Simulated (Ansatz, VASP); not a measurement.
One calculation of Pt, two programs

Contents of INCAR:

```
SYSTEM = Pt
ALGO     = Normal         ! electronic algorithm
EDIFF    = 1E-6           ! SCF threshold, eV
ENCUT    = 500            ! plane-wave cutoff, eV
GGA      = PS             ! functional
GGA_COMPAT= .False.      
ISIF     = 2              ! what is computed and relaxed
ISMEAR   = -1             ! smearing method
LASPH    = .True.         ! aspherical terms in the spheres
LCHARG   = .False.        ! write CHGCAR
LREAL    = .False.        ! projectors in reciprocal space
LWAVE    = .False.        ! write WAVECAR
NBANDS   = 11             ! bands
NELM     = 120            ! most SCF steps
PREC     = Accurate       ! precision mode
SIGMA    = 0.1            ! smearing width, eV
```

The input KPOINTS:

```
k-points
0
Gamma
  7 7 7
  0 0 0
```

File POSCAR:

```
Pt
1.0
   -1.5842200000      1.5842200000      1.5842200000
    1.5842200000     -1.5842200000      1.5842200000
    1.5842200000      1.5842200000     -1.5842200000
Pt
1
Direct
    0.0000000000      0.0000000000      0.0000000000
```

Input for Ansatz:

```yaml
crystal:
  lattice:
    - [-1.58422, 1.58422, 1.58422]
    - [1.58422, -1.58422, 1.58422]
    - [1.58422, 1.58422, -1.58422]
  atoms:
    - { symbol: Pt, position: [0.0, 0.0, 0.0] }
basis:
  ecutwfc: 450.0
kpoints:
  mp_grid:
    grid: [7, 7, 7]
hamiltonian:
  xc: pbesol
scf:
  occupations:
    method: fermi_dirac
output:
  forces: true
  stress: true
```

Alike in both runs: task single point; functional PBEsol; k mesh 7 × 7 × 7; no spin polarisation.

|  | VASP | Ansatz |
| --- | --- | --- |
| version | VASP 6.6.1 | Ansatz 0.2.0 |
| potentials or method | VASP PAW PBE potentials, release 64 (Pt), cutoff 500 eV | plane waves, PAW |
| occupations | fermi-dirac, width 0.1 eV | fermi-dirac |
| valence electrons in the cell | 10 | 18 |

```tsv
	VASP	Ansatz	Ansatz less VASP
pressure (GPa)	-12.1	-11.7	+0.36
```

VASP's potentials were made for PBE, not for PBEsol. VASP's potentials hold 10 valence electrons a cell and Ansatz's 18, so a difference there can come from the potentials and not from the codes.

The k mesh is coarse, so the values compare programs but aren't converged. Spin-orbit coupling is off throughout.
